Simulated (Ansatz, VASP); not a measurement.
## C in VASP and in Ansatz

The input POSCAR:

```
C
1.0
    0.0392608608      1.7659812790      1.7659812790
    1.7659812790      0.0392608608      1.7659812790
    1.7659812790      1.7659812790      0.0392608608
C
2
Direct
    0.0002892538      0.0002892538      0.0002892538
    0.2497107462      0.2497107462      0.2497107462
```

INCAR.step1

```
SYSTEM = C
PREC = Accurate
ENCUT = 520
ISMEAR = 0
SIGMA = 0.01
LREAL = .FALSE.
LASPH = .TRUE.
NELM = 100
NBANDS = 11
GGA = PE
ALGO = Normal
EDIFF = 1E-4
LWAVE = .TRUE.
LCHARG = .FALSE.
```

INCAR.step2

```
SYSTEM = C
PREC = Accurate
ENCUT = 520
EDIFF = 1E-6
ISMEAR = 0
SIGMA = 0.01
LREAL = .FALSE.
LASPH = .TRUE.
NELM = 100
ALGO = Normal
ISIF = 2
LWAVE = .FALSE.
LCHARG = .FALSE.
METAGGA = R2SCAN
LMIXTAU = .TRUE.
NBANDS = 11
ISTART = 1
```

Contents of KPOINTS:

```
regular mesh
0
G
  12 12 12
  0 0 0
```

Input for Ansatz:

```yaml
crystal:
  lattice:
    - [0.0392608608, 1.765981279, 1.765981279]
    - [1.765981279, 0.0392608608, 1.765981279]
    - [1.765981279, 1.765981279, 0.0392608608]
  atoms:
    - { symbol: C, position: [0.0002892538, 0.0002892538, 0.0002892538] }
    - { symbol: C, position: [0.2497107462, 0.2497107462, 0.2497107462] }
kpoints:
  mp_grid: { grid: [12, 12, 12] }
  band_path:
    path:
      - [0.0, 0.0, 0.0]
      - [0.5, 0.0, 0.5]
      - [0.625, 0.25, 0.625]
      - [0.375, 0.375, 0.75]
      - [0.5, 0.5, 0.5]
      - [0.5, 0.25, 0.75]
      - [-0.005208, 0.376302, 0.376302]
    npoints: 1
hamiltonian:
  xc: r2scan
scf:
  occupations: { method: fixed }
  n_extra_bands: 4
output:
  forces: true
  stress: true
  eigenvalues: true
  write_density: true
  write_potential: true
  elf: true
  volumetric_format: npy
```

Change from the starting cell: epitaxial_111 strain -3.0%.

Alike in both runs: task single point; functional r2SCAN; k mesh 12 × 12 × 12; no spin polarisation.

|  | VASP | Ansatz |
| --- | --- | --- |
| version | VASP 6.6.1 | Ansatz 0.2.0 |
| potentials or method | VASP PAW PBE potentials, release 64 (C) | plane waves, PAW |
| plane-wave cutoff (eV) | 520 | 500 |
| occupations | gaussian, width 0.01 eV | fixed |
| valence electrons in the cell | 8 | 8 |

|  | VASP | Ansatz | Ansatz less VASP |
| --- | --- | --- | --- |
| gap on the k mesh at the Fermi level (eV) | 4.40 | 4.43 | +0.028 |
| pressure (GPa) | 31.0 | 29.6 | -1.38 |
| traceless stress, the component that is largest in VASP (GPa) | -14.88 | -14.79 | +0.093 |
| rms of the force components (eV/Å) | 0.008 | 0.000 | -0.0081 |

VASP's potentials were made for PBE, not for r2SCAN. Atom by atom the forces differ by 0.009 eV/Å (rms over components). Both programs put the cell under a high pressure, so it lies far from rest at this level.
